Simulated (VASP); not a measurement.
# PbS (Galena) (Fm-3m) in VASP: further runs, part 3 of 3

VASP 6.6.1. The steps go on from the part before.

### 5 Relaxation of cell and atoms, PBEsol

This run uses another cell than the first one, of 26.09 Å³/atom, 1.015 times its volume.

Input file INCAR:

```
SYSTEM = PbS
PREC = Accurate ; ENCUT = 600
EDIFF = 1E-6 ; ISMEAR = -1
SIGMA = 0.05 ; LREAL = .FALSE.
LASPH = .TRUE. ; NELM = 100
ALGO = Normal ; ISIF = 3
LWAVE = .FALSE. ; LCHARG = .FALSE.
GGA = PS ; IBRION = 2
NSW = 60 ; EDIFFG = -0.01
```

Input file KPOINTS:

```
regular mesh
0
G
  8 8 8
  0 0 0
```

Input file POSCAR:

```
PbS
1.0
    0.0000000000      2.9657500000      2.9657500000
    2.9657500000      0.0000000000      2.9657500000
    2.9657500000      2.9657500000      0.0000000000
Pb S
1 1
Direct
    0.0000000000      0.0000000000      0.0000000000
    0.5000000000      0.5000000000      0.5000000000
```

Potentials or basis: VASP PAW PBE potentials, release 64 (Pb_d, S).

The run is started by

```console
$ cat potpaw_PBE.64/Pb_d/POTCAR potpaw_PBE.64/S/POTCAR > POTCAR
$ mpirun -np 1 vasp_std > vasp.out
```

OUTCAR:

```text
SYSTEM = PbS
   PREC = Accurate
   ENCUT = 600
   EDIFF = 1E-6
   ISMEAR = -1
   LREAL = .FALSE.
   LASPH = .TRUE.
   NELM = 100
   ISIF = 3
   GGA = PS
   IBRION = 2
   NSW = 60
   EDIFFG = -0.01

 ion  position               nearest neighbor table
   1  0.000  0.000  0.000-   2 2.97   2 2.97   2 2.97   2 2.97   2 2.97   2 2.97
   2  0.500  0.500  0.500-   1 2.97   1 2.97   1 2.97   1 2.97   1 2.97   1 2.97

  LATTYP: Found a face centered cubic cell.
 ALAT       =     5.9315000000

  Lattice vectors:

 A1 = (   0.0000000000,   2.9657500000,   2.9657500000)
 A2 = (   2.9657500000,   0.0000000000,   2.9657500000)
 A3 = (   2.9657500000,   2.9657500000,   0.0000000000)

Analysis of symmetry for initial positions (statically):
=====================================================================
 Subroutine PRICEL returns:
 Original cell was already a primitive cell.

 Routine SETGRP: Setting up the symmetry group for a
 face centered cubic supercell.

 Subroutine GETGRP returns: Found 48 space group operations
[... 9 lines left out ...]

 Routine SETGRP: Setting up the symmetry group for a
 face centered cubic supercell.

 Subroutine GETGRP returns: Found 48 space group operations
[... 11 lines left out ...]
                                     Primitive cell

  volume of cell :      52.1715

  direct lattice vectors                    reciprocal lattice vectors
     0.000000000  2.965750000  2.965750000    -0.168591419  0.168591419  0.168591419
     2.965750000  0.000000000  2.965750000     0.168591419 -0.168591419  0.168591419
     2.965750000  2.965750000  0.000000000     0.168591419  0.168591419 -0.168591419

  length of vectors
     4.194203873  4.194203873  4.194203873     0.292008903  0.292008903  0.292008903

  position of ions in fractional coordinates (direct lattice)
     0.000000000  0.000000000  0.000000000
     0.500000000  0.500000000  0.500000000

  ion indices of the primitive-cell ions
   primitive index   ion index
                 1           1
                 2           2

[... 115 lines left out ...]
  ---------------------------------------------------
  ext. energy  EPLUGINS =         0.00000000
  ---------------------------------------------------
  free energy    TOTEN  =        -9.45605960 eV

  energy without entropy =       -9.45565341  energy(sigma->0) =       -9.45585650

------------------------ aborting loop because EDIFF is reached ----------------------------------------

  FORCE on cell =-STRESS in cart. coord.  units (eV):
  Direction    XX          YY          ZZ          XY          YZ          ZX
  --------------------------------------------------------------------------------------
  -------------------------------------------------------------------------------------
  Total       -0.2800914     -0.2800914     -0.2800914      0.0000000     -0.0000000      0.0000000
  in kB       -8.6015491     -8.6015491     -8.6015491      0.0000000     -0.0000000      0.0000000
  external PRESSURE =      -8.6015491 kB  Pullay stress =       0.0000000 kB
[... 59 lines left out ...]
--------------------------------------- Ionic step        3  -------------------------------------------

 number of electron      20.0000002 magnetization

 Free energy of the ion-electron system (eV)
  ---------------------------------------------------
  ext. energy  EPLUGINS =         0.00000000
  ---------------------------------------------------
  free energy    TOTEN  =        -9.45809440 eV

  energy without entropy =       -9.45752347  energy(sigma->0) =       -9.45780894

 E-fermi :   5.9972     XC(G=0):  -9.9560

 val. band max:        5.8972207571   @ k =   0.5000   0.0000   0.0000
 cond. band min:       6.0972380462   @ k =   0.5000   0.0000   0.0000
 fundamental gap:      0.2000172891
 Fermi energy:         5.9972314107

 k-point     1 :       0.0000    0.0000    0.0000
  band No.  band energies     occupation
      1     -10.8871      2.00000
      2     -10.8871      2.00000
      3     -10.8871      2.00000
      4     -10.8744      2.00000
      5     -10.8744      2.00000
      6      -7.8568      2.00000
      7      -0.1507      2.00000
      8       3.6366      2.00000
      9       3.6366      2.00000
     10       3.6366      2.00000
     11      11.0838      0.00000
     12      11.0838      0.00000
     13      11.0838      0.00000
     14      12.4880      0.00000
[... 377 lines left out ...]
      1     -10.9514      2.00000
      2     -10.8922      2.00000
      3     -10.8711      2.00000
      4     -10.8561      2.00000
      5     -10.8332      2.00000
      6      -6.3075      2.00000
      7      -2.7264      2.00000
      8       2.3139      2.00000
      9       2.7566      2.00000
     10       4.8627      2.00000
     11       7.3283      0.00000
     12       9.2328      0.00000
     13       9.8818      0.00000
     14      13.7805      0.00000

 [... further k-points ...]

------------------------ aborting loop because EDIFF is reached ----------------------------------------

  FORCE on cell =-STRESS in cart. coord.  units (eV):
  Direction    XX          YY          ZZ          XY          YZ          ZX
  --------------------------------------------------------------------------------------
  -------------------------------------------------------------------------------------
  Total        0.0030342      0.0030342      0.0030342      0.0000000      0.0000000     -0.0000000
  in kB        0.0945487      0.0945487      0.0945487      0.0000000      0.0000000     -0.0000000
  external PRESSURE =       0.0945487 kB  Pullay stress =       0.0000000 kB
[... 17 lines left out ...]
  FREE ENERGIE OF THE ION-ELECTRON SYSTEM (eV)
  ---------------------------------------------------
  free  energy   TOTEN  =        -9.4580943962 eV

  energy  without entropy=       -9.4575234747  energy(sigma->0) =       -9.45780894

 reached required accuracy - stopping structural energy minimisation
```

CONTCAR:

```text
PbS
   1.00000000000000
     0.0000000000000000    2.9513652684603118    2.9513652684603118
     2.9513652684603118    0.0000000000000000    2.9513652684603118
     2.9513652684603118    2.9513652684603118    0.0000000000000000
  Pb              S
     1     1
Direct
     0.0000000000000000    0.0000000000000000    0.0000000000000000
     0.5000000000000000    0.5000000000000000    0.5000000000000000

  0.00000000E+00  0.00000000E+00  0.00000000E+00
  0.00000000E+00  0.00000000E+00  0.00000000E+00
```

Run time: 50 s. Hardware: 1 thread of Intel Xeon Platinum 8488C (Sapphire Rapids), shared host; peak memory 0.21 GiB.

Results:

| Quantity | Value |
| --- | --- |
| Free energy | -9.4581 eV |
| Relaxed volume | 25.71 Å³/atom |
| Relaxed cell | a = 4.174 Å, b = 4.174 Å, c = 4.174 Å, α = 60.00°, β = 60.00°, γ = 60.00° |
| Space group after relaxing (to 0.05 Å) | Fm-3m (No. 225) |
| Energy gained by relaxing | 1.0 meV/atom |
| Ionic steps | 3 |
| Pressure after relaxing | 0.0 GPa |
| Band gap on the k mesh | 0.20 eV, direct |

Step by step:
```csv
step,energy change (eV),largest force (eV/Å),pressure (GPa),volume (Å³)
1,0.0000,0.0000,-0.86,52.17
2,-0.0017,0.0000,0.34,51.12
3,-0.0020,0.0000,0.01,51.42
```

Final structure:
```yaml
crystal:
  lattice:
    - [0.00000, 2.95137, 2.95137]
    - [2.95137, 0.00000, 2.95137]
    - [2.95137, 2.95137, 0.00000]
  atoms:
    - { symbol: Pb, position: [0.00000, 0.00000, 0.00000] }
    - { symbol: S, position: [0.50000, 0.50000, 0.50000] }
```

Caveat: the PAW data sets were made with another functional, which shifts forces and pressure a little; spin-orbit coupling is left out, which moves the levels of the heavy elements. A k mesh can miss the band edges.

### 6 Overview

| task | level | cell | cutoff (eV) | gap on the mesh (eV) | pressure (GPa) |
| --- | --- | --- | --- | --- | --- |
| single point | PBEsol | a = 4.174 Å, angles 60.0°, 2 atoms | 520 | 0.20 | -0.1 |
| single point | PBEsol+D3(BJ) | a = 4.194 Å, angles 60.0°, 2 atoms | 520 | 0.26 | -3.0 |
| single point | PBEsol | a = 4.194 Å, angles 60.0°, 2 atoms | 520 | 0.26 | -0.9 |
| relaxation of cell and atoms | PBEsol | relaxed from a = 4.194 Å, angles 60.0°, 2 atoms | 600 | 0.20 | 0.0 |

Alike in all rows: potentials or basis VASP PAW PBE potentials, release 64 (Pb_d, S); no spin polarisation; k mesh 8 × 8 × 8; smearing fermi-dirac 0.05 eV.

Caveats: the PAW data sets were made with another functional, which shifts forces and pressure a little; spin-orbit coupling is left out, which moves the levels of the heavy elements; three body term missing (some runs).

Absolute energies hang on the potentials; compare differences alone.
